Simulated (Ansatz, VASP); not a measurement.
NaCl in VASP and in Ansatz

```
Cl Na
1.0
     3.50219    0.00000    0.00000
     0.00000    3.50219    0.00000
     0.00000    0.00000    3.50219
Cl Na
1 1
Direct
  0.50000 0.50000 0.50000
  0.00000 0.00000 0.00000
```

Alike in both runs: task single point; functional PBE; k mesh 8 × 8 × 8; occupations gaussian, width 0.011 eV; no spin polarisation.

|  | VASP | Ansatz |
| --- | --- | --- |
| version | VASP 6.6.1 | Ansatz 0.2.0 |
| potentials or method | VASP PAW PBE potentials, release 64 (Cl, Na_pv), cutoff 520 eV | all-electron LAPW, scalar-relativistic |

|  | VASP | Ansatz | Ansatz less VASP |
| --- | --- | --- | --- |
| gap on the k mesh at the Fermi level (eV) | 3.98 | 3.98 | 0.000 |
| least direct gap on the mesh (eV) | 4.47 | 4.47 | 0.000 |
| pressure (GPa) | 0.1 | 0.1 | +0.06 |

Ansatz ran all-electron here, and VASP with PAW potentials.
